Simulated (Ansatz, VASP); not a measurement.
One calculation of Ni, two programs

File INCAR:

```
SYSTEM = Ni
PREC = Accurate
ENCUT = 520
EDIFF = 1E-6
ISMEAR = -1
SIGMA = 0.05
LREAL = .False.
LASPH = .True.
NELM = 150
ALGO = Normal
ISIF = 2
LWAVE = .False.
LCHARG = .False.
ISPIN = 2
MAGMOM = 0.607
LORBIT = 11
LMAXMIX = 4
NBANDS = 15
```

File KPOINTS:

```
regular mesh
0
Gamma
  6 6 6
  0 0 0
```

File POSCAR:

```
Ni
1.0
    0.0000000000      1.7124646296      1.7124646296
    1.7124646296      0.0000000000      1.7124646296
    1.7124646296      1.7124646296      0.0000000000
Ni
1
Direct
    0.0000000000      0.0000000000      0.0000000000
```

Input for Ansatz:

```yaml
crystal:
  lattice:
    - [0.0, 1.7124646296, 1.7124646296]
    - [1.7124646296, 0.0, 1.7124646296]
    - [1.7124646296, 1.7124646296, 0.0]
  atoms:
    - { symbol: Ni, position: [0.0, 0.0, 0.0], spin: 0.607 }
hamiltonian:
  xc: lda
  pseudopotentials:
    kind: paw
    azcp:
      Ni: "pseudopotentials/Ni.paw.azcp"
basis:
  ecutwfc: 420
  fft_grid_basis: typed
kpoints:
  mp_grid: { grid: [6, 6, 6], shift: [0, 0, 0] }
magnetization:
  spin_polarized: true
scf:
  occupations: { method: fermi_dirac, width: 0.05 }
  lower_state_search: "off"
output:
  stress: true
```

Alike in both runs: task single point; functional LDA; k mesh 6 × 6 × 6; occupations fermi-dirac, width 0.05 eV; collinear spin.

|  | VASP | Ansatz |
| --- | --- | --- |
| version | VASP 6.6.1 | Ansatz 0.2.0 |
| potentials or method | VASP PAW LDA potentials, release 64 (Ni), cutoff 520 eV | plane waves (420 eV) with PAW, scalar-relativistic |
| valence electrons in the cell | 10 | 18 |

|  | VASP | Ansatz | Ansatz less VASP |
| --- | --- | --- | --- |
| pressure (GPa) | -1.2 | -1.0 | +0.23 |
| net moment per atom (μB) | 0.63 | 0.64 | +0.003 |
| size of the moment on the site where the two differ most (μB) | 0.64 | 0.67 | +0.033 |

Ansatz warns that its potentials were made for another functional, while VASP's fit it. LDA's correlation is that of Perdew and Zunger in VASP and of Perdew and Wang (1992) in Ansatz. Site moments also hang on the region over which each program counts them. VASP's potentials hold 10 valence electrons a cell and Ansatz's 18, so a difference there can come from the potentials and not from the codes.

The k mesh is coarse, so the values compare programs but aren't converged.
